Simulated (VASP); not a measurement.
Mn:

```xyz
2
Lattice="2.4792 0.0000 0.0000 -1.2396 2.1470 0.0000 0.0000 0.0000 4.0254" Properties=species:S:1:pos:R:3 pbc="T T T"
Mn    0.0000    1.4313    1.0063
Mn    1.2396    0.7157    3.0190
```

Base run:

* Program: VASP 6.6.1
* Functional: PBE
* Potentials or basis: VASP PAW PBE potentials, release 64 (Mn_sv)
* Cutoff: 600 eV
* k mesh: 12 × 12 × 6
* Occupations: gaussian, width 0.1 eV
* Spin: no spin polarisation

Its results: band gap on the k mesh zero (band 15 reaches 14.88 eV, above the bottom of band 16 at 12.86 eV); pressure -3.6 GPa.

Task: The run is repeated on the same cell with these changes: potentials or basis from VASP PAW PBE potentials, release 64 (Mn_sv) to VASP PAW PBE potentials, release 64 (Mn_pv); cutoff from 600 eV to 520 eV; further incar settings from ALGO = Normal; EDIFF = 1e-06; NBANDS = 22 to ALGO = Normal; EDIFF = 1e-06; NBANDS = 20; valence electrons from 30 to 26. What comes out?

Result: Band gap on the k mesh zero (band 13 reaches 11.39 eV, above the bottom of band 14 at 9.38 eV); pressure -0.2 GPa.

Caveats: the run has no spin polarisation, though such a crystal can be magnetic.
